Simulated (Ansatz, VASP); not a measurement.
**Two plane-wave programs on MgO**

The input INCAR:

```
SYSTEM = MgO
ALGO     = Normal         ! electronic algorithm
EDIFF    = 1E-6           ! SCF threshold, eV
ENCUT    = 520            ! plane-wave cutoff, eV
GGA      = PS             ! functional
ISIF     = 2              ! what is computed and relaxed
ISMEAR   = 0              ! smearing method
LASPH    = .True.         ! aspherical terms in the spheres
LCHARG   = .False.        ! write CHGCAR
LREAL    = .False.        ! projectors in reciprocal space
LWAVE    = .False.        ! write WAVECAR
NBANDS   = 16             ! bands
NELM     = 60             ! most SCF steps
PREC     = Accurate       ! precision mode
SIGMA    = 0.05           ! smearing width, eV
```

The input KPOINTS:

```
k-points
0
Gamma
  9 9 6
  0 0 0
```

File POSCAR:

```
MgO
1.0
    3.0722000000      0.0000000000      0.0000000000
   -1.5361000000      2.6606032455      0.0000000000
    0.0000000000      0.0000000000      4.6178000000
Mg O
2 2
Direct
    0.3333333333      0.6666666667      0.0036583380
    0.6666666667      0.3333333333      0.5036583380
    0.3333333333      0.6666666667      0.4009416620
    0.6666666667      0.3333333333      0.9009416620
```

Input for Ansatz:

```yaml
crystal:
  lattice:
    - [3.0722, 0.0, 0.0]
    - [-1.5361, 2.6606032455, 0.0]
    - [0.0, 0.0, 4.6178]
  atoms:
    - { symbol: Mg, position: [0.3333333333, 0.6666666667, 0.003658338] }
    - { symbol: Mg, position: [0.6666666667, 0.3333333333, 0.503658338] }
    - { symbol: O, position: [0.3333333333, 0.6666666667, 0.400941662] }
    - { symbol: O, position: [0.6666666667, 0.3333333333, 0.900941662] }
basis:
  ecutwfc: 520.0
kpoints:
  mp_grid: { grid: [9, 9, 6] }
hamiltonian:
  xc: pbesol
  pseudopotentials: { kind: paw, azcp: { folder: soft_1 } }
scf:
  occupations: { method: gaussian, width: 0.05 }
output:
  forces: true
  stress: true
  eigenvalues: true
```

Alike in both runs: task single point; functional PBEsol; k mesh 9 × 9 × 6; occupations gaussian, width 0.05 eV; no spin polarisation.

|  | VASP | Ansatz |
| --- | --- | --- |
| version | VASP 6.6.1 | Ansatz 0.2.0 |
| potentials or method | VASP PAW PBE potentials, release 64 (Mg, O), cutoff 520 eV | scalar-relativistic, plane waves, PAW |
| valence electrons in the cell | 16 | 32 |

|  | VASP | Ansatz | Ansatz less VASP |
| --- | --- | --- | --- |
| gap on the k mesh at the Fermi level (eV) | 4.70 | 4.69 | -0.008 |
| least direct gap on the mesh (eV) | 4.70 | 4.69 | -0.008 |
| rms of the force components (eV/Å) | 0.307 | 0.299 | -0.0076 |

VASP's potentials were made for PBE, not for PBEsol, and Ansatz warns of the same on its side. Atom by atom the forces differ by 0.008 eV/Å (rms over components). VASP's potentials hold 16 valence electrons a cell and Ansatz's 32, so a difference there can come from the potentials and not from the codes.
